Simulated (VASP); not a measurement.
# TiTe2 (P-3m1) in VASP: settings compared, part 2 of 2

VASP 6.6.1. The steps go on from the part before.

### 3 Relaxation of cell and atoms, RPBE+D4

File INCAR:

```
SYSTEM = TiTe2
ALGO = Normal ; EDIFF = 1E-7
EDIFFG = -0.01 ; ENCUT = 600
GGA = RP ; IBRION = 2
ISIF = 3 ; ISMEAR = -1
IVDW = 13 ; LASPH = .True.
LCHARG = .False. ; LREAL = .False.
LWAVE = .False. ; NELM = 80
NSW = 60 ; PREC = Accurate
SIGMA = 0.05
```

File KPOINTS:

```
k-points
0
Gamma
  8 8 4
  0 0 0
```

File POSCAR:

```
TiTe2
1.0
    3.7770000000      0.0000000000      0.0000000000
   -1.8885000000      3.2709779501      0.0000000000
    0.0000000000      0.0000000000      6.4980000000
Te Ti
2 1
Direct
    0.3333333333      0.6666666667      0.7372000000
    0.6666666667      0.3333333333      0.2628000000
    0.0000000000      0.0000000000      0.0000000000
```

Potentials or basis: VASP PAW PBE potentials, release 64 (Te, Ti_sv).

On the command line:

```console
> cat potpaw_PBE.64/Te/POTCAR potpaw_PBE.64/Ti_sv/POTCAR > POTCAR
> mpirun -np 1 vasp_std > vasp.out
```

OUTCAR:

```text
SYSTEM = TiTe2
   EDIFF = 1E-7
   EDIFFG = -0.01
   ENCUT = 600
   GGA = RP
   IBRION = 2
   ISIF = 3
   ISMEAR = -1
   IVDW = 13
   LASPH = .True.
   LREAL = .False.
   NELM = 80
   NSW = 60
   PREC = Accurate

 ion  position               nearest neighbor table
   1  0.333  0.667  0.737-   3 2.77   3 2.77   3 2.77
   2  0.667  0.333  0.263-   3 2.77   3 2.77   3 2.77
   3  0.000  0.000  0.000-   1 2.77   2 2.77   2 2.77   1 2.77   2 2.77   1 2.77

  LATTYP: Found a hexagonal cell.
 ALAT       =     3.7770000000
 C/A-ratio  =     1.7204130262

  Lattice vectors:

 A1 = (   3.7770000000,   0.0000000000,   0.0000000000)
 A2 = (  -1.8885000000,   3.2709779501,   0.0000000000)
 A3 = (   0.0000000000,   0.0000000000,   6.4980000000)

Analysis of symmetry for initial positions (statically):
=====================================================================
 Subroutine PRICEL returns:
 Original cell was already a primitive cell.

 Routine SETGRP: Setting up the symmetry group for a
 hexagonal supercell.

 Subroutine GETGRP returns: Found 12 space group operations
 (whereof 12 operations were pure point group operations)
 out of a pool of 24 trial point group operations.

The static configuration has the point symmetry D_3d.

Analysis of symmetry for dynamics (positions and initial velocities):
=====================================================================
 Subroutine PRICEL returns:
 Original cell was already a primitive cell.

 Routine SETGRP: Setting up the symmetry group for a
 hexagonal supercell.

 Subroutine GETGRP returns: Found 12 space group operations
 (whereof 12 operations were pure point group operations)
 out of a pool of 24 trial point group operations.

The dynamic configuration has the point symmetry D_3d.

 Subroutine INISYM returns: Found 12 space group operations
 (whereof 12 operations are pure point group operations),
 and found     1 'primitive' translations

----------------------------------------------------------------------------------------

                                     Primitive cell

  volume of cell :      80.2794

  direct lattice vectors                    reciprocal lattice vectors
     3.777000000  0.000000000  0.000000000     0.264760392  0.152859484  0.000000000
    -1.888500000  3.270977950  0.000000000     0.000000000  0.305718967  0.000000000
     0.000000000  0.000000000  6.498000000     0.000000000  0.000000000  0.153893506

  length of vectors
     3.777000000  3.777000000  6.498000000     0.305718967  0.305718967  0.153893506

  position of ions in fractional coordinates (direct lattice)
     0.333333333  0.666666667  0.737200000
     0.666666667  0.333333333  0.262800000
     0.000000000  0.000000000  0.000000000

  ion indices of the primitive-cell ions
   primitive index   ion index
                 1           1
                 2           2
                 3           3

----------------------------------------------------------------------------------------

 KPOINTS: k-points

Automatic generation of k-mesh.
 Grid dimensions read from file:
 generate k-points for:    8    8    4

 Generating k-lattice:

  Cartesian coordinates                     Fractional coordinates (reciprocal lattice)
     0.033095049  0.019107435  0.000000000     0.125000000 -0.000000000  0.000000000
     0.000000000  0.038214871  0.000000000     0.000000000  0.125000000  0.000000000
     0.000000000  0.000000000  0.038473376     0.000000000  0.000000000  0.250000000

  Length of vectors
     0.038214871  0.038214871  0.038473376

  Shift w.r.t. Gamma in fractional coordinates (k-lattice)
     0.000000000  0.000000000  0.000000000

 Subroutine IBZKPT returns following result:
 ===========================================

 Found     35 irreducible k-points:

 Following reciprocal coordinates:
            Coordinates               Weight
  0.000000  0.000000  0.000000      1.000000
  0.125000  0.000000  0.000000      6.000000
  0.250000  0.000000  0.000000      6.000000
  0.375000  0.000000  0.000000      6.000000
[... 30 lines left out ...]
   ISIF   =      3    stress and relaxation
   ISYM   =      2    0-nonsym 1-usesym 2-fastsym
   POTIM  = 0.5000    time-step for ionic-motion
   TEBEG  =    0.0;   TEEND  =   0.0 temperature during run
   PSTRESS=    0.0 pullay stress
   NELECT =      24.0000    total number of electrons
   NUPDOWN=      -1.0000    fix difference up-down
   EMIN   =  10.00;   EMAX   =-10.00  energy-range for DOS
   EFERMI =   0.00;   METHOD = LEGACY
   ISMEAR =    -1;   SIGMA  =   0.05  broadening in eV -4-tet -1-fermi 0-gaus
   EFERMI_NEDOS =   21; number of points for ismear=-14 and -15
   IALGO  =     38    algorithm
   IMIX   =      4    mixing-type and parameters
     AMIX     =   0.40;   BMIX     =  1.00
     AMIX_MAG =   1.60;   BMIX_MAG =  1.00
  volume/ion in A,a.u.               =      26.76       180.58
  Fermi-wavevector in a.u.,A,eV,Ry     =   1.094655  2.068597 16.303438  1.198269
  Thomas-Fermi vector in A             =   2.230964
   LORBIT       =      0    0 simple, 1 ext, 2 COOP (PROOUT), +10 PAW based schemes
   GGA     = RP    functional components
   LHFCALC =     F    Hartree Fock is set to
   AEXX    =    0.0000 exact exchange contribution
   IVDW    =    13    specifies the selected vdW correction
   LEPSILON=     F    determine dielectric tensor
   LRPA    =     F    only Hartree local field effects (RPA)
 conjugate gradient relaxation of ions
 non-spin polarized calculation
  energy-cutoff  :      600.00
  volume of cell :       80.28
 maximum number of plane-waves:      2714
   NGX = 15   NGY = 15   NGZ = 25

--------------------------------------- Ionic step        1  -------------------------------------------

 number of electron      24.0000002 magnetization

 Free energy of the ion-electron system (eV)
  ---------------------------------------------------
  ext. energy  EPLUGINS =         0.00000000
  ---------------------------------------------------
  free energy    TOTEN  =       -15.06599682 eV

  energy without entropy =      -15.05479632  energy(sigma->0) =      -15.06039657

------------------------ aborting loop because EDIFF is reached ----------------------------------------

  DFT-D4 for vdW energy calculation

  Edisp (eV):   -2.35088
[... 108 lines left out ...]
  FREE ENERGIE OF THE ION-ELECTRON SYSTEM (eV)
  ---------------------------------------------------
  free  energy   TOTEN  =       -17.4358232046 eV

  energy  without entropy=      -17.4246097222  energy(sigma->0) =      -17.43021646

 E-fermi :   7.4568     XC(G=0):  -9.9761

 val. band max:        7.4511262184   @ k =   0.1250   0.0000   0.0000
 cond. band min:       7.4618579963   @ k =   0.5000   0.0000   0.0000
 fundamental gap:      0.0107317779
 Fermi energy:         7.4568129924

 k-point     1 :       0.0000    0.0000    0.0000
  band No.  band energies     occupation
      1     -50.0720      2.00000
      2     -26.2652      2.00000
      3     -26.2652      2.00000
      4     -26.2346      2.00000
      5      -5.1833      2.00000
      6      -3.5713      2.00000
[... 435 lines left out ...]
      5      -3.3612      2.00000
      6      -2.9691      2.00000
[... 8 lines left out ...]
     15       8.9261      0.00000
     16       9.6074      0.00000

 [... further k-points ...]

[... ionic steps 4 to 7 ...]

--------------------------------------- Ionic step        8  -------------------------------------------

 number of electron      24.0000001 magnetization

------------------------ aborting loop because EDIFF is reached ----------------------------------------
[... 77 lines left out ...]
--------------------------------------- Ionic step       10  -------------------------------------------

 number of electron      24.0000001 magnetization

 Free energy of the ion-electron system (eV)
  ---------------------------------------------------
  ext. energy  EPLUGINS =         0.00000000
  ---------------------------------------------------
  free energy    TOTEN  =       -14.95441985 eV

  energy without entropy =      -14.94324086  energy(sigma->0) =      -14.94883036

 E-fermi :   7.7150     XC(G=0): -10.0945

 val. band max:        7.6984177213   @ k =   0.5000   0.0000   0.0000
 cond. band min:       7.7280248221   @ k =   0.1250   0.0000   0.0000
 fundamental gap:      0.0296071008
 Fermi energy:         7.7149573582

 k-point     1 :       0.0000    0.0000    0.0000
  band No.  band energies     occupation
      1     -49.8081      2.00000
      2     -26.0014      2.00000
      3     -26.0014      2.00000
      4     -25.9693      2.00000
      5      -5.0398      2.00000
      6      -3.2901      2.00000
[... 481 lines left out ...]
  FREE ENERGIE OF THE ION-ELECTRON SYSTEM (eV)
  ---------------------------------------------------
  free  energy   TOTEN  =       -17.4557607819 eV

  energy  without entropy=      -17.4445817906  energy(sigma->0) =      -17.45017129

 reached required accuracy - stopping structural energy minimisation
```

OSZICAR:

```text
N       E                     dE             d eps       ncg     rms          rms(c)
DAV:   1     0.188916945559E+03    0.18892E+03   -0.11809E+04  1120   0.154E+03
DAV:   2     0.152692742253E+01   -0.18739E+03   -0.18583E+03  1184   0.357E+02
DAV:   3    -0.167361504754E+02   -0.18263E+02   -0.17880E+02  1944   0.967E+01
[... 120 lines left out ...]
DAV:   6    -0.149544127856E+02   -0.55558E-04   -0.12578E-04  1856   0.807E-02    0.196E-02
DAV:   7    -0.149544197534E+02   -0.69678E-05   -0.35535E-05  1536   0.314E-02    0.618E-03
DAV:   8    -0.149544200580E+02   -0.30467E-06   -0.56956E-06  1584   0.137E-02    0.533E-03
DAV:   9    -0.149544198275E+02    0.23058E-06   -0.53769E-07  1272   0.572E-03    0.211E-03
DAV:  10    -0.149544198527E+02   -0.25203E-07   -0.36422E-08   600   0.116E-03
  10 F= -.17455761E+02 E0= -.17450171E+02  d E =-.350295E-03
```

CONTCAR:

```text
TiTe2
   1.00000000000000
     3.7049977888057306   -0.0000000000000000   -0.0000000000000000
    -1.8524988944028653    3.2086222060767531    0.0000000000000000
     0.0000000000000000    0.0000000000000000    6.3421296103227336
  Te              Ti
     2     1
Direct
     0.3333333332999970    0.6666666667000030    0.7278516785115402
     0.6666666667000030    0.3333333332999970    0.2721483214884599
     0.0000000000000000    0.0000000000000000    0.0000000000000000

  0.00000000E+00  0.00000000E+00  0.00000000E+00
  0.00000000E+00  0.00000000E+00  0.00000000E+00
  0.00000000E+00  0.00000000E+00  0.00000000E+00
```

Run time: 3.1 min. Hardware: 1 thread of Intel Xeon 6975P-C (Granite Rapids), shared host; peak memory 0.26 GiB.

Results:

```
Free energy                           : -17.4558 eV
Relaxed volume                        : 25.13 Å³/atom
Relaxed cell                          : a = 3.705 Å, b = 3.705 Å, c = 6.342 Å, α = 90.00°, β = 90.00°, γ = 120.00°
Space group after relaxing (to 0.1 Å) : P-3m1 (No. 164)
Energy gained by relaxing             : 13.0 meV/atom
Ionic steps                           : 10
Pressure after relaxing               : 0.0 GPa
Largest force after relaxing          : 0.009 eV/Å
Band gap on the k mesh                : zero (bands 12 and 13 overlap by 0.82 eV)
Dispersion energy per atom            : -0.834 eV
```

Forces on the atoms (eV/Å):
```
Te   0.000  0.000 -0.009
Te   0.000  0.000  0.009
Ti   0.000  0.000  0.000
```

The path:
| step | energy change (eV) | largest force (eV/Å) | pressure (GPa) | volume (Å³) |
| --- | --- | --- | --- | --- |
| 1 | 0.0000 | 0.0652 | -2.08 | 80.28 |
| 2 | -0.0151 | 0.4797 | 1.21 | 76.31 |
| 3 | -0.0189 | 0.3484 | 0.12 | 77.50 |
| 4 | -0.0286 | 0.2380 | 0.09 | 76.84 |
| 5 | -0.0347 | 0.0717 | 0.06 | 75.89 |
| 6 | -0.0347 | 0.0508 | 0.06 | 75.78 |
| 7 | -0.0374 | 0.0131 | -0.11 | 75.74 |
| 8 | -0.0385 | 0.0291 | -0.29 | 75.70 |
| 9 | -0.0381 | 0.0674 | 0.46 | 74.94 |
| 10 | -0.0389 | 0.0095 | 0.01 | 75.39 |

Final structure:
```
CELL_PARAMETERS angstrom
3.70500 0.00000 0.00000
-1.85250 3.20862 0.00000
0.00000 0.00000 6.34213
ATOMIC_POSITIONS crystal
Te 0.33333 0.66667 0.72785
Te 0.66667 0.33333 0.27215
Ti 0.00000 0.00000 0.00000
```

Levels at points of the mesh, in eV from the Fermi level:
```tsv
k point	band 8	band 9	band 10	band 11	band 12	band 13	band 14	band 15	band 16
(0.00, 0.00, 0.00)	-1.63	-1.63	0.29	0.46	0.46	0.80	1.26	1.26	3.07
(0.50, 0.00, 0.00)	-3.89	-2.95	-2.51	-1.72	-1.21	-0.02	1.29	1.66	2.43
(0.00, 0.00, 0.50)	-2.99	-1.53	-1.53	0.44	0.44	0.81	0.81	1.13	3.66
(0.50, 0.00, 0.50)	-4.93	-2.56	-2.11	-0.89	-0.47	-0.36	1.29	1.64	2.56
```

Caveat: the PAW data sets were made with another functional, which shifts forces and pressure a little; spin-orbit coupling is left out, which moves the levels of the heavy elements.

### 4 Relaxation of cell and atoms, revPBE+D3(BJ)

File INCAR:

```
PREC = Accurate
ENCUT = 600
EDIFF = 1E-7
ISMEAR = -1
SIGMA = 0.05
LREAL = False
LASPH = True
NELM = 100
ALGO = Normal
ISIF = 3
LWAVE = False
LCHARG = False
GGA = RE
IVDW = 12
IBRION = 2
NSW = 60
EDIFFG = -0.01
```

File KPOINTS:

```
Automatic mesh
0
Gamma
  8 8 4
```

POSCAR is that of step 3.

On the command line:

```console
> cat potpaw_PBE.64/Te/POTCAR potpaw_PBE.64/Ti_sv/POTCAR > POTCAR
> mpirun -np 1 vasp_std > vasp.out
```

Run time: 2.9 min. Hardware: 1 thread of Intel Xeon 6975P-C (Granite Rapids), shared host; peak memory 0.27 GiB.

Results (log left out):

```
Free energy                           : -18.1183 eV
Relaxed volume                        : 24.17 Å³/atom
Relaxed cell                          : a = 3.663 Å, b = 3.663 Å, c = 6.239 Å, α = 90.00°, β = 90.00°, γ = 120.00°
Space group after relaxing (to 0.1 Å) : P-3m1 (No. 164)
Energy gained by relaxing             : 32.8 meV/atom
Ionic steps                           : 9
Pressure after relaxing               : 0.0 GPa
Largest force after relaxing          : 0.009 eV/Å
Band gap on the k mesh                : zero (bands 12 and 13 overlap by 0.85 eV)
Dispersion energy per atom            : -1.027 eV
```

Forces on the atoms (eV/Å):
```
Te   0.000  0.000  0.009
Te   0.000  0.000 -0.009
Ti   0.000  0.000  0.000
```

The path:
```
step  energy change (eV)  largest force (eV/Å)  pressure (GPa)  volume (Å³)
   1              0.0000                0.0898           -3.23        80.28
   2             -0.0381                0.7820            1.83        74.17
   3             -0.0467                0.5672            0.16        75.92
   4             -0.0721                0.3956            0.14        74.76
   5             -0.0889                0.0698            0.21        72.80
   6             -0.0956                0.0170           -0.25        72.93
   7             -0.0972                0.0828           -0.55        73.02
   8             -0.0959                0.0936            0.80        71.81
   9             -0.0985                0.0089            0.00        72.51
```

Final structure:
```
Te Ti
1.0
     3.66340    0.00000    0.00000
    -1.83170    3.17260    0.00000
     0.00000    0.00000    6.23869
Te Ti
2 1
Direct
  0.33333 0.66667 0.72214
  0.66667 0.33333 0.27786
  0.00000 0.00000 0.00000
```

Levels at points of the mesh, in eV from the Fermi level:
```
           k point  band 9  band 10  band 11  band 12  band 13  band 14  band 15  band 16
(0.00, 0.00, 0.00)   -1.60     0.24     0.49     0.49     0.99     1.38     1.38     3.07
(0.50, 0.00, 0.00)   -3.07    -2.58    -1.70    -1.28    -0.05     1.37     1.75     2.46
(0.00, 0.00, 0.50)   -1.48    -1.48     0.47     0.47     0.82     0.82     1.21     3.79
(0.50, 0.00, 0.50)   -2.65    -2.18    -0.81    -0.43    -0.36     1.37     1.74     2.53
```

Caveat: the dispersion term is far too large for a dense solid, which distorts pressure and volume; the PAW data sets were made with another functional, which shifts forces and pressure a little; spin-orbit coupling is left out, which moves the levels of the heavy elements.

### 5 Relaxation of cell and atoms, revPBE+D4

File INCAR:

```
SYSTEM = TiTe2
PREC     = Accurate       ! precision mode
ENCUT    = 600            ! plane-wave cutoff, eV
EDIFF    = 1E-7           ! SCF threshold, eV
ISMEAR   = -1             ! smearing method
SIGMA    = 0.05           ! smearing width, eV
LREAL    = .False.        ! projectors in reciprocal space
LASPH    = .True.         ! aspherical terms in the spheres
NELM     = 60             ! most SCF steps
ALGO     = Normal         ! electronic algorithm
ISIF     = 3              ! what is computed and relaxed
LWAVE    = .False.        ! write WAVECAR
LCHARG   = .False.        ! write CHGCAR
GGA      = RE             ! functional
IVDW     = 13             ! dispersion correction
IBRION   = 2              ! ionic algorithm
NSW      = 60             ! ionic steps
EDIFFG   = -0.01          ! ionic threshold
```

File KPOINTS:

```
Automatic mesh
0
Gamma
  8 8 4
  0 0 0
```

POSCAR is that of step 4.

On the command line:

```console
> cat potpaw_PBE.64/Te/POTCAR potpaw_PBE.64/Ti_sv/POTCAR > POTCAR
> mpirun -np 1 vasp_std > vasp.out
```

It took 2.8 min on 1 thread of Intel Xeon 6975P-C (Granite Rapids), shared host; peak memory 0.26 GiB.

Results (log left out):

```yaml
Free_energy: -17.2765 eV
Relaxed_volume: 25.44 Å³/atom
Relaxed_cell: a = 3.720 Å, b = 3.720 Å, c = 6.366 Å, α = 90.00°, β = 90.00°, γ = 120.00°
Space_group_after_relaxing_to_0.1_Å: P-3m1 (No. 164)
Energy_gained_by_relaxing: 7.6 meV/atom
Ionic_steps: 9
Pressure_after_relaxing: 0.0 GPa
Largest_force_after_relaxing: 0.005 eV/Å
Band_gap_on_the_k_mesh: zero (bands 12 and 13 overlap by 0.79 eV)
Dispersion_energy_per_atom: -0.704 eV
```

Forces in eV/Å, atoms in the order of the input:
```
Te   0.000  0.000  0.005
Te   0.000  0.000 -0.005
Ti   0.000  0.000  0.000
```

The path:
```csv
step,energy change (eV),largest force (eV/Å),pressure (GPa),volume (Å³)
1,0.0000,0.0525,-1.55,80.28
2,-0.0090,0.3537,0.82,77.32
3,-0.0108,0.2653,0.11,78.15
4,-0.0164,0.1809,0.07,77.64
5,-0.0200,0.0354,0.02,76.78
6,-0.0217,0.0108,-0.06,76.67
7,-0.0227,0.0306,-0.18,76.49
8,-0.0223,0.0467,0.37,75.94
9,-0.0228,0.0049,0.00,76.31
```

Final structure:
```xyz
3
Lattice="3.7204 0.0000 0.0000 -1.8602 3.2219 0.0000 0.0000 0.0000 6.3660" Properties=species:S:1:pos:R:3 pbc="T T T"
Te    0.0000    2.1480    4.6424
Te    1.8602    1.0740    1.7236
Ti    0.0000    0.0000    0.0000
```

Levels at points of the mesh, in eV from the Fermi level:
| k point | band 8 | band 9 | band 10 | band 11 | band 12 | band 13 | band 14 | band 15 | band 16 |
| --- | --- | --- | --- | --- | --- | --- | --- | --- | --- |
| (0.00, 0.00, 0.00) | -1.63 | -1.63 | 0.30 | 0.45 | 0.45 | 0.77 | 1.22 | 1.22 | 3.06 |
| (0.50, 0.00, 0.00) | -3.84 | -2.91 | -2.48 | -1.72 | -1.19 | -0.01 | 1.26 | 1.62 | 2.42 |
| (0.00, 0.00, 0.50) | -2.92 | -1.54 | -1.54 | 0.43 | 0.43 | 0.79 | 0.79 | 1.11 | 3.63 |
| (0.50, 0.00, 0.50) | -4.85 | -2.53 | -2.09 | -0.90 | -0.49 | -0.34 | 1.26 | 1.60 | 2.56 |

Caveat: the PAW data sets were made with another functional, which shifts forces and pressure a little; spin-orbit coupling is left out, which moves the levels of the heavy elements.

### 6 Overview

| level | gap on the mesh (eV) | pressure (GPa) | relaxed volume (Å³/atom) | largest force (eV/Å) |
| --- | --- | --- | --- | --- |
| RPBE+D3(BJ) | none | 0.1 | 18.14 | - |
| RPBE+D4 | none | 0.0 | 25.13 | 0.01 |
| revPBE+D3(BJ) | none | 0.0 | 24.17 | 0.01 |
| revPBE+D4 | none | 0.0 | 25.44 | - |

Alike in all rows: task relaxation of cell and atoms; potentials or basis VASP PAW PBE potentials, release 64 (Te, Ti_sv); no spin polarisation; cell relaxed; k mesh 8 × 8 × 4; cutoff (eV) 600; smearing fermi-dirac 0.05 eV.

Caveats: the PAW data sets were made with another functional, which shifts forces and pressure a little; spin-orbit coupling is left out, which moves the levels of the heavy elements; the dispersion term is far too large for a dense solid, which distorts pressure and volume (at least some runs); the volume moved by over 15 % at a fixed basis, so the end points are rough (at least some runs).

Total energies depend on the potentials used, so only differences within one code and one set of settings carry meaning.

The gap in the log of VASP goes by the Fermi energy; the results here count the filled bands.